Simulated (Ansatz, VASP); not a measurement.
Given: the input of a run of VASP 6.6.1 on Hf.

The input POSCAR:

```
Hf
1.0
    2.9138100000      0.0000000000      0.0000000000
    0.0000000000      2.9138100000      0.0000000000
    0.0000000000      0.0000000000      2.9138100000
Hf
1
Direct
    0.5000000000      0.5000000000      0.5000000000
```

Contents of INCAR.step1:

```
SYSTEM = Hf
PREC = Accurate
ENCUT = 520
EDIFF = 1E-5
ISMEAR = -1
SIGMA = 0.05
LREAL = .FALSE.
LASPH = .TRUE.
NELM = 80
ALGO = Normal
ISIF = 2
LWAVE = .TRUE.
LCHARG = .FALSE.
GGA = PE
NBANDS = 11
```

INCAR.step2

```
SYSTEM = Hf
PREC = Accurate
ENCUT = 520
EDIFF = 1E-6
ISMEAR = -1
SIGMA = 0.05
LREAL = .FALSE.
LASPH = .TRUE.
NELM = 80
ALGO = Normal
ISIF = 2
LWAVE = .FALSE.
LCHARG = .FALSE.
METAGGA = R2SCAN
LHFCALC = .TRUE.
AEXX = 0.1
LMIXTAU = .TRUE.
PRECFOCK = Normal
ISTART = 1
NBANDS = 11
```

Contents of KPOINTS:

```
Automatic mesh
0
G
  5 5 5
  0 0 0
```

Potentials or basis: VASP PAW PBE potentials, release 64 (Hf_pv).

Launch:

```bash
$ cat potpaw_PBE.64/Hf_pv/POTCAR > POTCAR
$ cp INCAR.step1 INCAR
$ mpirun -np 1 vasp_std > vasp.out
$ cp INCAR.step2 INCAR
$ mpirun -np 1 vasp_std > vasp.out
```

Question: Set up the same calculation for Ansatz 0.2.0. Potentials there: Ansatz PAW.

Answer: As run (the cutoff follows the program's own potentials):

File input.yaml:

```yaml
crystal:
  lattice:
    - [2.91381, 0.0, 0.0]
    - [0.0, 2.91381, 0.0]
    - [0.0, 0.0, 2.91381]
  atoms:
    - { symbol: Hf, position: [0.5, 0.5, 0.5] }
hamiltonian:
  xc: r2scanh
  pseudopotentials: { kind: paw }
kpoints:
  mp_grid: { grid: [5, 5, 5] }
scf:
  occupations: { method: fermi_dirac, width: 0.05 }
output:
  forces: true
  stress: true
  eigenvalues: true
```

Potentials or basis: Ansatz PAW.

The run is started by

```sh
$ ansatz run input.yaml --threads 2 --pin off --max-ram 5632MiB --backend cpu --events-out ev --progress --plain --runs-dir out
```

Both were run:

|  | VASP | Ansatz | Ansatz less VASP |
| --- | --- | --- | --- |
| gap on the k mesh at the Fermi level (eV) | none | none | - |
| pressure (GPa) | -0.9 | 0.1 | +0.96 |

VASP's potentials were made for PBE, not for r2SCANh. A gap of «none» marks a metal or a gap that the smearing closes. With one functional, cell and mesh, what is left measures potentials, basis and numerics. VASP's potentials hold 10 valence electrons a cell and Ansatz's 26, so a difference there can come from the potentials and not from the codes.

The k mesh is coarse, so the values compare programs but aren't converged. Spin-orbit coupling is off throughout.
